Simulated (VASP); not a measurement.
# Li2S (Fm-3m) in VASP: notebook

Runs on Li2S. Level: PBEsol. Tasks: relaxation of the atoms.

Program: VASP 6.6.1. These are calculated values, not measurements. Logs are shortened: lines on timing, memory, paths and dates and some standing lists are left out, and cuts for length are marked.

### 1 The cell of the first run

Symmetry: Fm-3m, No. 225, cubic system. Conventional cell: a = 5.169 Å, b = 5.169 Å, c = 5.169 Å, α = 90.00°, β = 90.00°, γ = 90.00°. Li (site symmetry -43m) has 4 S at 2.24 Å and 6 Li at 2.58 Å within 3.0 Å. Within 3.0 Å of S (site symmetry m-3m) lie 8 Li at 2.24 Å.

### 2 Relaxation of the atoms, PBEsol

The input, INCAR:

```
SYSTEM = Li2S
PREC = Accurate ; ENCUT = 650
EDIFF = 1E-7 ; ISMEAR = -1
SIGMA = 0.03 ; LREAL = .False.
LASPH = .True. ; NELM = 120
ALGO = Normal ; ISIF = 2
LWAVE = .False. ; LCHARG = .False.
GGA = PS ; IBRION = 2
NSW = 50 ; EDIFFG = -0.01
GGA_COMPAT = .False. ; NELMIN = 4
```

The input, KPOINTS:

```
Automatic mesh
0
Gamma
  9 9 9
  0 0 0
```

The input, POSCAR:

```
Li2S
1.0
    0.0000000000      2.5843997632      2.5843997632
    2.5843997632      0.0000000000      2.5843997632
    2.5843997632      2.5843997632      0.0000000000
Li S
2 1
Direct
    0.2500000000      0.2500000000      0.2500000000
    0.7500000000      0.7500000000      0.7500000000
    0.0000000000      0.0000000000      0.0000000000
```

Potentials or basis: VASP PAW PBE potentials, release 64 (Li_sv, S).

Started as:

```console
cat potpaw_PBE.64/Li_sv/POTCAR potpaw_PBE.64/S/POTCAR > POTCAR
mpirun -np 1 vasp_std > vasp.out
```

OUTCAR:

```text
SYSTEM = Li2S
   PREC = Accurate
   ENCUT = 650
   EDIFF = 1E-7
   ISMEAR = -1
   LREAL = .False.
   LASPH = .True.
   NELM = 120
   ISIF = 2
   GGA = PS
   IBRION = 2
   NSW = 50
   EDIFFG = -0.01
   NELMIN = 4

 ion  position               nearest neighbor table
   1  0.250  0.250  0.250-   3 2.24   3 2.24   3 2.24   3 2.24   2 2.58   2 2.58   2 2.58   2 2.58
                             2 2.58   2 2.58
   2  0.750  0.750  0.750-   3 2.24   3 2.24   3 2.24   3 2.24   1 2.58   1 2.58   1 2.58   1 2.58
                             1 2.58   1 2.58
   3  0.000  0.000  0.000-   2 2.24   2 2.24   2 2.24   1 2.24   2 2.24   1 2.24   1 2.24   1 2.24

  LATTYP: Found a face centered cubic cell.
 ALAT       =     5.1687995264

  Lattice vectors:

 A1 = (   0.0000000000,   2.5843997632,   2.5843997632)
 A2 = (   2.5843997632,   0.0000000000,   2.5843997632)
 A3 = (   2.5843997632,   2.5843997632,   0.0000000000)

Analysis of symmetry for initial positions (statically):
=====================================================================
 Subroutine PRICEL returns:
 Original cell was already a primitive cell.

 Routine SETGRP: Setting up the symmetry group for a
 face centered cubic supercell.

 Subroutine GETGRP returns: Found 48 space group operations
 (whereof 48 operations were pure point group operations)
 out of a pool of 48 trial point group operations.

The static configuration has the point symmetry O_h .

Analysis of symmetry for dynamics (positions and initial velocities):
=====================================================================
 Subroutine PRICEL returns:
 Original cell was already a primitive cell.

 Routine SETGRP: Setting up the symmetry group for a
 face centered cubic supercell.

 Subroutine GETGRP returns: Found 48 space group operations
 (whereof 48 operations were pure point group operations)
 out of a pool of 48 trial point group operations.

The dynamic configuration has the point symmetry O_h .

 Subroutine INISYM returns: Found 48 space group operations
 (whereof 48 operations are pure point group operations),
 and found     1 'primitive' translations

----------------------------------------------------------------------------------------

                                     Primitive cell

  volume of cell :      34.5230

  direct lattice vectors                    reciprocal lattice vectors
     0.000000000  2.584399763  2.584399763    -0.193468521  0.193468521  0.193468521
[... 92 lines left out ...]
   IBRION =      2    ionic relax: 0-MD 1-quasi-New 2-CG
   NFREE  =      1    steps in history (QN), initial steepest desc. (CG)
   ISIF   =      2    stress and relaxation
   ISYM   =      2    0-nonsym 1-usesym 2-fastsym
   POTIM  = 0.5000    time-step for ionic-motion
   TEBEG  =    0.0;   TEEND  =   0.0 temperature during run
   PSTRESS=    0.0 pullay stress
   NELECT =      12.0000    total number of electrons
   NUPDOWN=      -1.0000    fix difference up-down
   EMIN   =  10.00;   EMAX   =-10.00  energy-range for DOS
   EFERMI =   0.00;   METHOD = LEGACY
   ISMEAR =    -1;   SIGMA  =   0.03  broadening in eV -4-tet -1-fermi 0-gaus
   EFERMI_NEDOS =   21; number of points for ismear=-14 and -15
   IALGO  =     38    algorithm
   IMIX   =      4    mixing-type and parameters
     AMIX     =   0.40;   BMIX     =  1.00
     AMIX_MAG =   1.60;   BMIX_MAG =  1.00
  volume/ion in A,a.u.               =      11.51        77.66
  Fermi-wavevector in a.u.,A,eV,Ry     =   1.151062  2.175193 18.026968  1.324945
  Thomas-Fermi vector in A             =   2.287722
   LORBIT       =      0    0 simple, 1 ext, 2 COOP (PROOUT), +10 PAW based schemes
   GGA     = PS    functional components
   LHFCALC =     F    Hartree Fock is set to
   AEXX    =    0.0000 exact exchange contribution
   IVDW    =     0    specifies the selected vdW correction
   LEPSILON=     F    determine dielectric tensor
   LRPA    =     F    only Hartree local field effects (RPA)
 conjugate gradient relaxation of ions
 non-spin polarized calculation
  energy-cutoff  :      650.00
  volume of cell :       34.52
 maximum number of plane-waves:      1317
   NGX = 15   NGY = 15   NGZ = 15

 number of electron      12.0000013 magnetization

 Free energy of the ion-electron system (eV)
  ---------------------------------------------------
  ext. energy  EPLUGINS =         0.00000000
  ---------------------------------------------------
  free energy    TOTEN  =       -11.84931974 eV

  energy without entropy =      -11.84931974  energy(sigma->0) =      -11.84931974

 E-fermi :   4.2611     XC(G=0):  -9.8022

 val. band max:        3.5616686954   @ k =   0.0000   0.0000   0.0000
 cond. band min:       6.5452291226   @ k =   0.4444   0.4444   0.0000
 fundamental gap:      2.9835604272
 Fermi energy:         4.2611442212

 k-point     1 :       0.0000    0.0000    0.0000
  band No.  band energies     occupation
      1     -39.6331      2.00000
      2     -39.4961      2.00000
      3      -8.3789      2.00000
      4       3.5617      2.00000
      5       3.5617      2.00000
      6       3.5617      2.00000
      7       9.3421      0.00000
      8       9.6727      0.00000
      9       9.6727      0.00000
     10       9.6727      0.00000
[... 287 lines left out ...]
 k-point    24 :       0.4444    0.4444    0.0000
  band No.  band energies     occupation
      1     -39.5829      2.00000
      2     -39.5352      2.00000
      3      -7.5315      2.00000
      4       0.7647      2.00000
      5       1.4492      2.00000
      6       1.4492      2.00000
      7       6.5452      0.00000
      8      11.3132      0.00000
      9      15.7990      0.00000
     10      15.7990      0.00000

 [... further k-points ...]
[... 5 lines left out ...]
  --------------------------------------------------------------------------------------
  -------------------------------------------------------------------------------------
  Total        4.1513873      4.1513873      4.1513873      0.0000000      0.0000000     -0.0000000
  in kB      192.6614200    192.6614200    192.6614200      0.0000000      0.0000000     -0.0000000
  external PRESSURE =     192.6614200 kB  Pullay stress =       0.0000000 kB

 VOLUME and BASIS-vectors are now :
 -----------------------------------------------------------------------------
  energy-cutoff  :      650.00
  volume of cell :       34.52
      direct lattice vectors                 reciprocal lattice vectors
     0.000000000  2.584399763  2.584399763    -0.193468521  0.193468521  0.193468521
     2.584399763  0.000000000  2.584399763     0.193468521 -0.193468521  0.193468521
     2.584399763  2.584399763  0.000000000     0.193468521  0.193468521 -0.193468521

 POSITION                                       TOTAL-FORCE (eV/Angst)
 -----------------------------------------------------------------------------------
      1.29220      1.29220      1.29220         0.000000      0.000000      0.000000
      3.87660      3.87660      3.87660        -0.000000     -0.000000     -0.000000
      0.00000      0.00000      0.00000        -0.000000     -0.000000      0.000000
 -----------------------------------------------------------------------------------
    total drift:                                0.000000     -0.000000      0.000000

  FREE ENERGIE OF THE ION-ELECTRON SYSTEM (eV)
  ---------------------------------------------------
  free  energy   TOTEN  =       -11.8493197368 eV

  energy  without entropy=      -11.8493197368  energy(sigma->0) =      -11.84931974

 reached required accuracy - stopping structural energy minimisation
```

CONTCAR:

```text
Li2S
   1.00000000000000
     0.0000000000000000    2.5843997632000000    2.5843997632000000
     2.5843997632000000    0.0000000000000000    2.5843997632000000
     2.5843997632000000    2.5843997632000000    0.0000000000000000
  Li              S
     2     1
Direct
     0.2500000000000000    0.2500000000000000    0.2500000000000000
     0.7500000000000000    0.7500000000000000    0.7500000000000000
     0.0000000000000000    0.0000000000000000    0.0000000000000000

  0.00000000E+00  0.00000000E+00  0.00000000E+00
  0.00000000E+00  0.00000000E+00  0.00000000E+00
  0.00000000E+00  0.00000000E+00  0.00000000E+00
```

Wall time 7.5 s (1 thread of Intel Xeon 6975P-C (Granite Rapids), shared host); peak memory 0.16 GiB.

What came out:

| Quantity | Value |
| --- | --- |
| Free energy | -11.8493 eV |
| Pressure after relaxing | 19.3 GPa |
| Band gap on the k mesh | 2.98 eV, indirect (least direct gap 5.10 eV) |

Final structure:
```yaml
crystal:
  lattice:
    - [0.00000, 2.58440, 2.58440]
    - [2.58440, 0.00000, 2.58440]
    - [2.58440, 2.58440, 0.00000]
  atoms:
    - { symbol: Li, position: [0.25000, 0.25000, 0.25000] }
    - { symbol: Li, position: [0.75000, 0.75000, 0.75000] }
    - { symbol: S, position: [0.00000, 0.00000, 0.00000] }
```

Caveat: the relaxation stopped at its first step, so nothing moved; the PAW data sets were made with another functional, which shifts forces and pressure a little.

### 3 Relaxation of the atoms, PBEsol

This run uses another cell than the first one, of 15.34 Å³/atom, 1.333 times its volume.

The input, INCAR:

```
PREC = Accurate
ENCUT = 650
EDIFF = 1E-7
ISMEAR = -1
SIGMA = 0.03
LREAL = F
LASPH = T
NELM = 120
ALGO = Normal
ISIF = 2
LWAVE = F
LCHARG = F
GGA = PS
IBRION = 2
NSW = 50
EDIFFG = -0.01
GGA_COMPAT = F
NELMIN = 4
```

The input, KPOINTS:

```
Automatic mesh
0
Gamma
  9 9 9
```

The input, POSCAR:

```
Li2S
1.0
    0.0000000000      2.8445000000      2.8445000000
    2.8445000000      0.0000000000      2.8445000000
    2.8445000000      2.8445000000      0.0000000000
Li S
2 1
Direct
    0.2500000000      0.2500000000      0.2500000000
    0.7500000000      0.7500000000      0.7500000000
    0.0000000000      0.0000000000      0.0000000000
```

Potentials or basis: VASP PAW PBE potentials, release 64 (Li_sv, S).

Started as:

```console
cat potpaw_PBE.64/Li_sv/POTCAR potpaw_PBE.64/S/POTCAR > POTCAR
mpirun -np 1 vasp_std > vasp.out
```

OUTCAR:

```text
PREC = Accurate
   ENCUT = 650
   EDIFF = 1E-7
   ISMEAR = -1
   LREAL = F
   LASPH = T
   NELM = 120
   ISIF = 2
   GGA = PS
   IBRION = 2
   NSW = 50
   EDIFFG = -0.01
   NELMIN = 4

 ion  position               nearest neighbor table
   1  0.250  0.250  0.250-   3 2.46   3 2.46   3 2.46   3 2.46
   2  0.750  0.750  0.750-   3 2.46   3 2.46   3 2.46   3 2.46
   3  0.000  0.000  0.000-   2 2.46   2 2.46   2 2.46   1 2.46   2 2.46   1 2.46   1 2.46   1 2.46

  LATTYP: Found a face centered cubic cell.
 ALAT       =     5.6890000000

  Lattice vectors:

 A1 = (   0.0000000000,   2.8445000000,   2.8445000000)
 A2 = (   2.8445000000,   0.0000000000,   2.8445000000)
 A3 = (   2.8445000000,   2.8445000000,   0.0000000000)

Analysis of symmetry for initial positions (statically):
=====================================================================
 Subroutine PRICEL returns:
 Original cell was already a primitive cell.

 Routine SETGRP: Setting up the symmetry group for a
 face centered cubic supercell.

 Subroutine GETGRP returns: Found 48 space group operations
 (whereof 48 operations were pure point group operations)
[... 171 lines left out ...]
 fundamental gap:      3.3081709733
 Fermi energy:         2.1335125369

 k-point     1 :       0.0000    0.0000    0.0000
  band No.  band energies     occupation
      1     -42.0435      2.00000
      2     -41.9973      2.00000
      3      -9.5900      2.00000
      4       1.4416      2.00000
      5       1.4416      2.00000
      6       1.4416      2.00000
      7       5.5710      0.00000
      8       7.5933      0.00000
      9       7.5933      0.00000
     10       7.5933      0.00000
[... 287 lines left out ...]
 k-point    24 :       0.4444    0.4444    0.0000
  band No.  band energies     occupation
      1     -42.0273      2.00000
      2     -42.0110      2.00000
      3      -9.0382      2.00000
      4      -0.7171      2.00000
      5       0.0231      2.00000
      6       0.0231      2.00000
      7       4.7498      0.00000
      8       8.4528      0.00000
      9      11.9789      0.00000
     10      11.9789      0.00000

 [... further k-points ...]
[... 5 lines left out ...]
  --------------------------------------------------------------------------------------
  -------------------------------------------------------------------------------------
  Total       -0.2298584     -0.2298584     -0.2298584      0.0000000     -0.0000000     -0.0000000
  in kB       -8.0006110     -8.0006110     -8.0006110      0.0000000     -0.0000000     -0.0000000
  external PRESSURE =      -8.0006110 kB  Pullay stress =       0.0000000 kB

 VOLUME and BASIS-vectors are now :
 -----------------------------------------------------------------------------
  energy-cutoff  :      650.00
  volume of cell :       46.03
      direct lattice vectors                 reciprocal lattice vectors
     0.000000000  2.844500000  2.844500000    -0.175777817  0.175777817  0.175777817
     2.844500000  0.000000000  2.844500000     0.175777817 -0.175777817  0.175777817
     2.844500000  2.844500000  0.000000000     0.175777817  0.175777817 -0.175777817

 POSITION                                       TOTAL-FORCE (eV/Angst)
 -----------------------------------------------------------------------------------
      1.42225      1.42225      1.42225        -0.000000     -0.000000      0.000000
      4.26675      4.26675      4.26675         0.000000      0.000000     -0.000000
      0.00000      0.00000      0.00000         0.000000     -0.000000      0.000000
 -----------------------------------------------------------------------------------
    total drift:                                0.000000      0.000000      0.000000

  FREE ENERGIE OF THE ION-ELECTRON SYSTEM (eV)
  ---------------------------------------------------
  free  energy   TOTEN  =       -12.3756439192 eV

  energy  without entropy=      -12.3756439192  energy(sigma->0) =      -12.37564392

 reached required accuracy - stopping structural energy minimisation
```

OSZICAR:

```text
N       E                     dE             d eps       ncg     rms          rms(c)
DAV:   1     0.416004917990E+02    0.41600E+02   -0.63476E+03   700   0.135E+03
DAV:   2    -0.635356206667E+01   -0.47954E+02   -0.46702E+02   872   0.217E+02
DAV:   3    -0.124395886370E+02   -0.60860E+01   -0.60665E+01  1242   0.588E+01
DAV:   4    -0.126659077486E+02   -0.22632E+00   -0.22618E+00  1026   0.135E+01
DAV:   5    -0.126721266686E+02   -0.62189E-02   -0.62185E-02  1074   0.187E+00    0.358E+00
DAV:   6    -0.123948240396E+02    0.27730E+00   -0.58640E-01   744   0.347E+00    0.260E+00
DAV:   7    -0.123714586618E+02    0.23365E-01   -0.16854E-01   988   0.205E+00    0.149E+00
DAV:   8    -0.123758949782E+02   -0.44363E-02   -0.26959E-02   922   0.123E+00    0.473E-01
DAV:   9    -0.123753606864E+02    0.53429E-03   -0.21208E-03   954   0.270E-01    0.207E-01
DAV:  10    -0.123756461417E+02   -0.28546E-03   -0.63734E-04   782   0.176E-01    0.104E-01
DAV:  11    -0.123756425286E+02    0.36131E-05   -0.37275E-05  1046   0.546E-02    0.308E-02
DAV:  12    -0.123756443566E+02   -0.18280E-05   -0.67417E-06   788   0.196E-02    0.151E-02
DAV:  13    -0.123756440165E+02    0.34005E-06   -0.70384E-07   988   0.865E-03    0.482E-03
DAV:  14    -0.123756438995E+02    0.11701E-06   -0.10288E-07   534   0.326E-03    0.838E-04
DAV:  15    -0.123756439192E+02   -0.19658E-07   -0.30909E-08   434   0.158E-03
   1 F= -.12375644E+02 E0= -.12375644E+02  d E =-.123756E+02
```

Wall time 10 s (1 thread of Intel Xeon 6975P-C (Granite Rapids), shared host); peak memory 0.2 GiB.

Results:

- Free energy: -12.3756 eV
- Pressure after relaxing: -0.8 GPa
- Band gap on the k mesh: 3.31 eV, indirect (least direct gap 4.13 eV)

Final structure:
```xyz
3
Lattice="0.0000 2.8445 2.8445 2.8445 0.0000 2.8445 2.8445 2.8445 0.0000" Properties=species:S:1:pos:R:3 pbc="T T T"
Li    1.4223    1.4223    1.4223
Li    4.2668    4.2668    4.2668
S     0.0000    0.0000    0.0000
```

Levels at points of the mesh, in eV from the valence-band top:
| k point | band 4 | band 5 | band 6 | band 7 | band 8 | band 9 |
| --- | --- | --- | --- | --- | --- | --- |
| (0.00, 0.00, 0.00) | 0.00 | 0.00 | 0.00 | 4.13 | 6.15 | 6.15 |

Caveat: the relaxation stopped at its first step, so nothing moved; the PAW data sets were made with another functional, which shifts forces and pressure a little.
